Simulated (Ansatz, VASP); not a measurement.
InSe in VASP and in Ansatz

File INCAR:

```
  ALGO = Normal
  DIPOL = 0.5 0.5 0.500
  EDIFF = 1E-6
  ENCUT = 520
  GGA = PE
  IDIPOL = 3
  ISIF = 2
  ISMEAR = 0
  IVDW = 12
  LASPH = True
  LCHARG = False
  LDIPOL = True
  LREAL = False
  LWAVE = False
  NBANDS = 27
  NELM = 60
  PREC = Accurate
  SIGMA = 0.02
```

KPOINTS

```
k-points
0
Gamma
  9 9 1
```

Contents of POSCAR:

```
InSe
1.0
    4.2280000000      0.0000000000      0.0000000000
   -2.1140000000      3.6615554072      0.0000000000
    0.0000000000      0.0000000000     36.7199571806
Se In
2 2
Direct
    0.0000000000      0.0000000000      0.4234745921
    0.0000000000      0.0000000000      0.5764976464
    0.6666666667      0.3333333333      0.4602840497
    0.6666666667      0.3333333333      0.5396882496
```

Input for Ansatz:

```yaml
crystal:
  lattice:
    - [4.228, 0.0, 0.0]
    - [-2.114, 3.6615554072, 0.0]
    - [0.0, 0.0, 36.7199571806]
  atoms:
    - { symbol: Se, position: [0.0, 0.0, 0.4234745921] }
    - { symbol: In, position: [0.6666666667, 0.3333333333, 0.4602840497] }
    - { symbol: In, position: [0.6666666667, 0.3333333333, 0.5396882496] }
    - { symbol: Se, position: [0.0, 0.0, 0.5764976464] }
  periodic: [true, true, false]
basis:
  ecutwfc: 420
kpoints:
  mp_grid: { grid: [9, 9, 1] }
hamiltonian:
  xc: pbe
  pseudopotentials: { kind: paw, azcp: { folder: soft_1 } }
  dispersion: d3bj
scf:
  occupations: { method: gaussian, width: 0.02 }
output:
  forces: true
  stress: true
  eigenvalues: true
```

Alike in both runs: task single point; functional PBE; dispersion D3(BJ); k mesh 9 × 9 × 1; occupations gaussian, width 0.02 eV; no spin polarisation.

|  | VASP | Ansatz |
| --- | --- | --- |
| version | VASP 6.6.1 | Ansatz 0.2.0 |
| potentials or method | VASP PAW PBE potentials, release 64 (Se, In_d), cutoff 520 eV | scalar-relativistic, plane waves, PAW |
| valence electrons in the cell | 38 | 58 |

```tsv
	VASP	Ansatz	Ansatz less VASP
gap on the k mesh at the Fermi level (eV)	1.16	1.17	+0.009
least direct gap on the mesh (eV)	1.21	1.22	+0.008
rms of the force components (eV/Å)	0.388	0.393	+0.0055
```

VASP's potentials hold 38 valence electrons a cell and Ansatz's 58, so a difference there can come from the potentials and not from the codes. Ansatz's warnings: structure snapped to symmetry.
